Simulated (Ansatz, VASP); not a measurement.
# Sn: VASP beside Ansatz

```
Sn
1.0
     0.00000    3.32797    3.32797
     3.32797    0.00000    3.32797
     3.32797    3.32797    0.00000
Sn
2
Cartesian
  4.9920 4.9920 4.9920
  3.3280 3.3280 3.3280
```

Alike in both runs: task single point; functional PBE; k mesh 6 × 6 × 6; occupations gaussian, width 0.05 eV; no spin polarisation.

|  | VASP | Ansatz |
| --- | --- | --- |
| version | VASP 6.6.1 | Ansatz 0.2.0 |
| potentials or method | VASP PAW PBE potentials, release 64 (Sn_d), cutoff 500 eV | scalar-relativistic, plane waves, PAW |
| valence electrons in the cell | 28 | 28 |

```csv
,VASP,Ansatz,Ansatz less VASP
gap on the k mesh at the Fermi level (eV),none,none,-
pressure (GPa),0.0,0.0,+0.03
```

A gap of «none» marks a metal or a gap that the smearing closes.
